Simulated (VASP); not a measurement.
# CuO in VASP: settings compared

CuO is run at these levels: PBE, PBE+U; tasks: single point.

All numbers are computed with VASP 6.6.1; they aren't measurements. Logs are shortened: lines on timing, memory, paths and dates and some standing lists are left out, and cuts for length are marked.

### Step 1. The cell of the first run

The typed cell holds 4 atoms: a = 3.000 Å, b = 2.999 Å, c = 5.196 Å, α = 73.35°, β = 73.35°, γ = 60.09°.

### Step 2. Single point, PBE

The input, INCAR:

```
SYSTEM = CuO
PREC = Accurate
ENCUT = 520
EDIFF = 1E-6
ISMEAR = -1
SIGMA = 0.05
LREAL = .FALSE.
LASPH = .TRUE.
NELM = 100
ALGO = Normal
ISIF = 2
LWAVE = .FALSE.
LCHARG = .FALSE.
GGA = PE
NBANDS = 25
```

The input, KPOINTS:

```
Automatic mesh
0
G
  10 10 6
  0 0 0
```

The input, POSCAR:

```
CuO
1.0
    0.0004090985     -2.1242294685     -2.1184641189
   -2.1232189905      0.0001449853     -2.1182000056
    2.1250743475      2.1252924857     -4.2384003536
Cu O
2 2
Direct
    0.4999980836      0.5000006811      0.4999996310
   -0.0000019164      1.0000006811      0.9999996310
    0.7500019164      0.7499993189      0.7500003690
    0.2500019164      0.2499993189      0.2500003690
```

Potentials or basis: VASP PAW PBE potentials, release 64 (Cu, O).

Command:

```console
$ cat potpaw_PBE.64/Cu/POTCAR potpaw_PBE.64/O/POTCAR > POTCAR
$ mpirun -np 1 vasp_std > vasp.out
```

OUTCAR:

```text
SYSTEM = CuO
   PREC = Accurate
   ENCUT = 520
   EDIFF = 1E-6
   ISMEAR = -1
   LREAL = .FALSE.
   LASPH = .TRUE.
   NELM = 100
   ISIF = 2
   GGA = PE

 ion  position               nearest neighbor table
   1  0.500  0.500  0.500-   4 2.12   3 2.12   4 2.12   3 2.12   3 2.12   4 2.12
   2  1.000  0.000  1.000-   3 2.12   4 2.12   3 2.12   4 2.12   4 2.12   3 2.12
   3  0.750  0.750  0.750-   2 2.12   1 2.12   2 2.12   1 2.12   1 2.12   2 2.12
   4  0.250  0.250  0.250-   1 2.12   2 2.12   1 2.12   2 2.12   2 2.12   1 2.12

  LATTYP: Found a triclinic cell.
 ALAT       =     2.9991382373
 B/A-ratio  =     1.0015515207
 C/A-ratio  =     1.7324473150
 COS(alpha) =     0.0000595922
 COS(beta)  =     0.2865988383
 COS(gamma) =     0.5004754392

  Lattice vectors:

 A1 = (  -2.1232189905,   0.0001449853,  -2.1182000056)
 A2 = (  -2.1236280890,   2.1243744538,   0.0002641133)
 A3 = (   2.1250743475,   2.1252924857,  -4.2384003536)

Analysis of symmetry for initial positions (statically):
=====================================================================
 Subroutine PRICEL returns following result:

  LATTYP: Found a triclinic cell.
 ALAT       =     3.0007394797
 B/A-ratio  =     1.4155078773
 C/A-ratio  =     0.9997669655
 COS(alpha) =     0.0002722450
 COS(beta)  =     0.4987174184
 COS(gamma) =     0.7081308165

  Lattice vectors:

 A1 = (   2.1243512183,   0.0004590160,  -2.1193322335)
 A2 = (   4.2475702088,   0.0003140307,  -0.0011322279)
 A3 = (   0.0004090985,  -2.1242294685,  -2.1184641189)

   2 primitive cells build up your supercell.

 Routine SETGRP: Setting up the symmetry group for a
 triclinic supercell.

 Subroutine GETGRP returns: Found  2 space group operations
 (whereof  2 operations were pure point group operations)
 out of a pool of  2 trial point group operations.

The static configuration has the point symmetry S_2 .

Analysis of symmetry for dynamics (positions and initial velocities):
=====================================================================
 Subroutine PRICEL returns following result:

  LATTYP: Found a triclinic cell.
 ALAT       =     3.0007394797
 B/A-ratio  =     1.4155078773
 C/A-ratio  =     0.9997669655
 COS(alpha) =     0.0002722450
 COS(beta)  =     0.4987174184
 COS(gamma) =     0.7081308165

  Lattice vectors:

 A1 = (   2.1243512183,   0.0004590160,  -2.1193322335)
 A2 = (   4.2475702088,   0.0003140307,  -0.0011322279)
 A3 = (   0.0004090985,  -2.1242294685,  -2.1184641189)

   2 primitive cells build up your supercell.

 Routine SETGRP: Setting up the symmetry group for a
 triclinic supercell.

 Subroutine GETGRP returns: Found  2 space group operations
 (whereof  2 operations were pure point group operations)
 out of a pool of  2 trial point group operations.

The dynamic configuration has the point symmetry S_2 .

 Subroutine INISYM returns: Found  2 space group operations
 (whereof  2 operations are pure point group operations),
 and found     2 'primitive' translations

----------------------------------------------------------------------------------------

                                     Primitive cell

  volume of cell :      19.1199

  direct lattice vectors                    reciprocal lattice vectors
     2.124351218  0.000459016 -2.119332233    -0.000160585  0.470624947 -0.471905772
     4.247570209  0.000314031 -0.001132228     0.235509026 -0.235329864  0.236015788
     0.000409098 -2.124229469 -2.118464119     0.000034781 -0.470692028 -0.000067081

  length of vectors
     3.000739480  4.247570371  3.000040204     0.666470498  0.408103049  0.470692034

  position of ions in fractional coordinates (direct lattice)
     0.999999574  0.999999688  0.999998453
     0.000000426  0.500000312  0.000001547

  ion indices of the primitive-cell ions
   primitive index   ion index
                 1           1
                 2           4

----------------------------------------------------------------------------------------

 KPOINTS: Automatic mesh

Automatic generation of k-mesh.
 Grid dimensions read from file:
 generate k-points for:   10   10    6

 Generating k-lattice:

  Cartesian coordinates                     Fractional coordinates (reciprocal lattice)
     0.011770900 -0.035304449 -0.011801207     0.100000000  0.000000000  0.000000000
    -0.035318325  0.011768232 -0.011807080     0.000000000  0.100000000  0.000000000
     0.019612370  0.019607924 -0.019657499     0.000000000  0.000000000  0.166666667

  Length of vectors
     0.039041346  0.039054865  0.033993131

  Shift w.r.t. Gamma in fractional coordinates (k-lattice)
     0.000000000  0.000000000  0.000000000

 Subroutine IBZKPT returns following result:
 ===========================================

 Found    304 irreducible k-points:

 Following reciprocal coordinates:
            Coordinates               Weight
  0.000000  0.000000  0.000000      1.000000
  0.100000  0.000000 -0.000000      2.000000
  0.200000  0.000000 -0.000000      2.000000
  0.300000  0.000000 -0.000000      2.000000
  0.400000  0.000000 -0.000000      2.000000
  0.500000  0.000000 -0.000000      1.000000
[... 16 lines left out ...]
 -0.400000  0.200000  0.000000      2.000000
 -0.300000  0.200000  0.000000      2.000000
 [... further k-points ...]
   k-points           NKPTS =    304   k-points in BZ     NKDIM =    304   number of bands    NBANDS=     25
   number of dos      NEDOS =    301   number of ions     NIONS =      4
   total plane-waves  NPLWV =  23040
   dimension x,y,z NGX =    24 NGY =   24 NGZ =   40
   dimension x,y,z NGXF=    48 NGYF=   48 NGZF=   80
   ions per type =               2   2
   NGX,Y,Z   is equivalent  to a cutoff of  13.30, 13.30, 12.80 a.u.
   NGXF,Y,Z  is equivalent  to a cutoff of  26.60, 26.61, 25.60 a.u.
 SYSTEM =  CuO
   PREC   = accura    normal or accurate (medium, high low for compatibility)
   ISTART =      0    job   : 0-new  1-cont  2-samecut
   ICHARG =      2    charge: 1-file 2-atom 10-const
   ISPIN  =      1    spin polarized calculation?
   LNONCOLLINEAR =      F non collinear calculations
   LSORBIT =      F    spin-orbit coupling
   LASPH  =      T    aspherical Exc in radial PAW
   ENCUT  =  520.0 eV  38.22 Ry    6.18 a.u.   5.58  5.58  9.66*2*pi/ulx,y,z
   NELM   =    100;   NELMIN=  2; NELMDL= -5     # of ELM steps
   EDIFF  = 0.1E-05   stopping-criterion for ELM
   LREAL  =      F    real-space projection
   EDIFFG = 0.1E-04   stopping-criterion for IOM
   NSW    =      0    number of steps for IOM
   IBRION =     -1    ionic relax: 0-MD 1-quasi-New 2-CG
   NFREE  =      0    steps in history (QN), initial steepest desc. (CG)
   ISIF   =      2    stress and relaxation
   ISYM   =      2    0-nonsym 1-usesym 2-fastsym
   POTIM  = 0.5000    time-step for ionic-motion
   TEBEG  =    0.0;   TEEND  =   0.0 temperature during run
   PSTRESS=    0.0 pullay stress
   NELECT =      34.0000    total number of electrons
   NUPDOWN=      -1.0000    fix difference up-down
   EMIN   =  10.00;   EMAX   =-10.00  energy-range for DOS
   EFERMI =   0.00;   METHOD = LEGACY
   ISMEAR =    -1;   SIGMA  =   0.05  broadening in eV -4-tet -1-fermi 0-gaus
   EFERMI_NEDOS =   21; number of points for ismear=-14 and -15
   IALGO  =     38    algorithm
   IMIX   =      4    mixing-type and parameters
     AMIX     =   0.40;   BMIX     =  1.00
     AMIX_MAG =   1.60;   BMIX_MAG =  1.00
  volume/ion in A,a.u.               =       9.56        64.51
  Fermi-wavevector in a.u.,A,eV,Ry     =   1.574208  2.974823 33.717035  2.478132
  Thomas-Fermi vector in A             =   2.675377
   LORBIT       =      0    0 simple, 1 ext, 2 COOP (PROOUT), +10 PAW based schemes
   GGA     = PE    functional components
   LHFCALC =     F    Hartree Fock is set to
   AEXX    =    0.0000 exact exchange contribution
   IVDW    =     0    specifies the selected vdW correction
   LEPSILON=     F    determine dielectric tensor
   LRPA    =     F    only Hartree local field effects (RPA)
 non-spin polarized calculation
  energy-cutoff  :      520.00
  volume of cell :       38.24
 maximum number of plane-waves:      1052
 NGX is ok and might be reduce to    24
   NGX = 11   NGY = 11   NGZ = 19

 number of electron      34.0000000 magnetization

 Free energy of the ion-electron system (eV)
  ---------------------------------------------------
  ext. energy  EPLUGINS =         0.00000000
  ---------------------------------------------------
  free energy    TOTEN  =       -19.08264717 eV

  energy without entropy =      -19.05849888  energy(sigma->0) =      -19.07057302

 E-fermi :   6.0893     XC(G=0): -12.3761

 val. band max:        6.0845990953   @ k =   0.1000   0.3000   0.3333
 cond. band min:       6.0893371223   @ k =   0.3000  -0.1000   0.3333
 fundamental gap:      0.0047380270
 Fermi energy:         6.0892947994

 k-point     1 :       0.0000    0.0000    0.0000
  band No.  band energies     occupation
      1     -13.3875      2.00000
      2     -12.1244      2.00000
      3      -1.3094      2.00000
      4       1.2227      2.00000
      5       1.2306      2.00000
      6       3.6624      2.00000
[... 17 lines left out ...]
     24      24.2614      0.00000
     25      24.7309      0.00000

 k-point     2 :       0.1000    0.0000   -0.0000
  band No.  band energies     occupation
      1     -13.2923      2.00000
      2     -12.1044      2.00000
      3      -1.1413      2.00000
      4       1.1826      2.00000
      5       1.2543      2.00000
      6       2.6373      2.00000
[... 17 lines left out ...]
     24      22.1435      0.00000
     25      23.9529      0.00000

 k-point     3 :       0.2000    0.0000   -0.0000
  band No.  band energies     occupation
      1     -13.0303      2.00000
      2     -12.0511      2.00000
      3      -0.6887      2.00000
      4       1.0080      2.00000
      5       1.3304      2.00000
      6       1.3736      2.00000
[... 17 lines left out ...]
     24      20.5855      0.00000
     25      21.9745      0.00000

 k-point     4 :       0.3000    0.0000   -0.0000
  band No.  band energies     occupation
      1     -12.6721      2.00000
      2     -11.9915      2.00000
      3      -0.1293      2.00000
      4       0.3610      2.00000
      5       0.6792      2.00000
      6       1.4283      2.00000
[... 17 lines left out ...]
     24      19.7518      0.00000
     25      21.0210      0.00000

 k-point     5 :       0.4000    0.0000   -0.0000
  band No.  band energies     occupation
      1     -12.3210      2.00000
      2     -11.9782      2.00000
      3      -0.2197      2.00000
      4      -0.0380      2.00000
      5       0.6709      2.00000
      6       1.4760      2.00000
[... 17 lines left out ...]
     24      18.4112      0.00000
     25      21.1717      0.00000

 k-point     6 :       0.5000    0.0000   -0.0000
  band No.  band energies     occupation
      1     -12.0766      2.00000
      2     -12.0766      2.00000
      3      -0.3085      2.00000
      4      -0.3085      2.00000
      5       1.0671      2.00000
      6       1.0671      2.00000
[... 17 lines left out ...]
     24      17.6138      0.00000
     25      21.1742      0.00000
[... 393 lines left out ...]
 k-point    21 :       0.4000    0.2000   -0.0000
  band No.  band energies     occupation
      1     -12.4578      2.00000
      2     -12.0007      2.00000
      3      -0.0606      2.00000
      4       0.0089      2.00000
      5       1.1077      2.00000
      6       1.3090      2.00000
[... 17 lines left out ...]
     24      18.6140      0.00000
     25      20.1383      0.00000

 k-point    22 :       0.5000    0.2000   -0.0000
  band No.  band energies     occupation
      1     -12.1820      2.00000
      2     -11.9708      2.00000
      3      -0.2397      2.00000
      4      -0.0132      2.00000
      5       0.8338      2.00000
      6       1.3442      2.00000
[... 17 lines left out ...]
     24      17.4101      0.00000
     25      20.0992      0.00000

 k-point    23 :      -0.4000    0.2000    0.0000
  band No.  band energies     occupation
      1     -12.0308      2.00000
      2     -12.0027      2.00000
      3      -0.3013      2.00000
      4       0.0116      2.00000
      5       0.9415      2.00000
      6       1.1102      2.00000
[... 17 lines left out ...]
     24      17.1334      0.00000
     25      20.1630      0.00000

 k-point    24 :      -0.3000    0.2000    0.0000
  band No.  band energies     occupation
      1     -12.2207      2.00000
      2     -11.9353      2.00000
      3      -0.3337      2.00000
      4       0.4921      2.00000
      5       0.7864      2.00000
      6       1.1310      2.00000
[... 17 lines left out ...]
     24      17.3657      0.00000
     25      19.3931      0.00000

 [... further k-points ...]

------------------------ aborting loop because EDIFF is reached ----------------------------------------

  FORCE on cell =-STRESS in cart. coord.  units (eV):
  Direction    XX          YY          ZZ          XY          YZ          ZX
  --------------------------------------------------------------------------------------
  -------------------------------------------------------------------------------------
  Total        0.0703189      0.0664581      0.0806104      0.0005084     -0.0011967      0.0015713
  in kB        2.9462255      2.7844647      3.3774209      0.0212995     -0.0501388      0.0658341
  external PRESSURE =       3.0360370 kB  Pullay stress =       0.0000000 kB

 VOLUME and BASIS-vectors are now :
 -----------------------------------------------------------------------------
  energy-cutoff  :      520.00
  volume of cell :       38.24
      direct lattice vectors                 reciprocal lattice vectors
     0.000409098 -2.124229468 -2.118464119     0.117709002 -0.353044487 -0.118012073
    -2.123218990  0.000144985 -2.118200006    -0.353183247  0.117682323 -0.118070796
     2.125074348  2.125292486 -4.238400354     0.117674221  0.117647541 -0.117944992

 POSITION                                       TOTAL-FORCE (eV/Angst)
 -----------------------------------------------------------------------------------
      0.00113      0.00061     -4.23753         0.000000     -0.000000     -0.000000
      2.12548      0.00107     -6.35686         0.000000     -0.000000      0.000000
      0.00170      0.00090     -6.35630        -0.000000      0.000000     -0.000000
      0.00057      0.00030     -2.11877         0.000000      0.000000      0.000000
 -----------------------------------------------------------------------------------
    total drift:                               -0.004349      0.006409      0.008137

  FREE ENERGIE OF THE ION-ELECTRON SYSTEM (eV)
  ---------------------------------------------------
  free  energy   TOTEN  =       -19.0826471723 eV

  energy  without entropy=      -19.0584988753  energy(sigma->0) =      -19.07057302
```

It took 1.8 min on 1 thread of Intel Xeon 6975P-C (Granite Rapids), shared host; peak memory 0.35 GiB.

Results:

| Quantity | Value |
| --- | --- |
| Free energy | -19.0826 eV |
| Pressure | 0.3 GPa |
| Band gap on the k mesh | zero (bands 17 and 18 overlap by 1.16 eV) |

Caveat: semilocal functionals often make such compounds metallic where correlation or magnetic order opens a gap, which also shifts bond lengths. With open d or f shells a metallic result of PBE can be an artefact of self-interaction; +U or a hybrid may open a gap.

### Step 3. Single point, PBE

The input, INCAR:

```
ALGO = Normal ; EDIFF = 1E-6
ENCUT = 520 ; GGA = PE
ISIF = 2 ; ISMEAR = -1
LASPH = True ; LCHARG = False
LREAL = False ; LWAVE = False
NBANDS = 25 ; NELM = 100
PREC = Accurate ; SIGMA = 0.05
```

The input, KPOINTS:

```
k-points
0
Gamma
  10 10 6
```

The input, POSCAR:

```
CuO
1.0
    0.0004052392     -2.1243770541     -2.1175523912
   -2.1232618192      0.0001196816     -2.1172668336
    2.1251842514      2.1254428135     -4.2365757809
Cu O
2 2
Direct
    0.4999977945      0.5000004328      0.4999992259
   -0.0000022055      1.0000004328      0.9999992259
    0.7500022055      0.7499995672      0.7500007741
    0.2500022055      0.2499995672      0.2500007741
```

Potentials or basis: VASP PAW PBE potentials, release 64 (Cu, O).

Command:

```console
$ cat potpaw_PBE.64/Cu/POTCAR potpaw_PBE.64/O/POTCAR > POTCAR
$ mpirun -np 1 vasp_std > vasp.out
```

It took 2 min on 1 thread of Intel Xeon 6975P-C (Granite Rapids), shared host; peak memory 0.34 GiB.

It converged, with:

```
Free energy            : -19.0826 eV
Pressure               : 0.4 GPa
Band gap on the k mesh : zero (bands 17 and 18 overlap by 1.16 eV)
```

Stress tensor (GPa, compression positive):
```
 0.35  0.00  0.01
 0.00  0.33 -0.01
 0.01 -0.01  0.42
```

Levels at points of the mesh, in eV from the Fermi level:
| k point | band 14 | band 15 | band 16 | band 17 | band 18 | band 19 | band 20 | band 21 |
| --- | --- | --- | --- | --- | --- | --- | --- | --- |
| (0.00, 0.00, 0.00) | -1.81 | -1.81 | -1.39 | 0.73 | 0.75 | 1.41 | 5.75 | 9.56 |
| (0.50, 0.00, 0.00) | -1.49 | -0.58 | -0.58 | -0.43 | -0.43 | 7.20 | 7.20 | 9.53 |
| (0.00, 0.50, 0.00) | -1.49 | -0.58 | -0.58 | -0.43 | -0.43 | 7.20 | 7.20 | 9.53 |
| (0.50, 0.50, 0.00) | -1.63 | -1.46 | -1.38 | 0.73 | 0.75 | 5.62 | 5.74 | 9.56 |
| (0.00, 0.00, 0.50) | -1.81 | -0.22 | -0.22 | -0.21 | -0.21 | 4.19 | 4.19 | 12.01 |
| (0.50, 0.00, 0.50) | -1.62 | -1.46 | -1.39 | 0.73 | 0.75 | 5.62 | 5.74 | 9.56 |
| (0.00, 0.50, 0.50) | -1.62 | -1.46 | -1.38 | 0.73 | 0.75 | 5.62 | 5.74 | 9.56 |
| (0.50, 0.50, 0.50) | -1.49 | -0.57 | -0.57 | -0.43 | -0.43 | 7.20 | 7.20 | 9.54 |

Caveat: semilocal functionals often make such compounds metallic where correlation or magnetic order opens a gap, which also shifts bond lengths.

(Continued in part 2 of 2.)
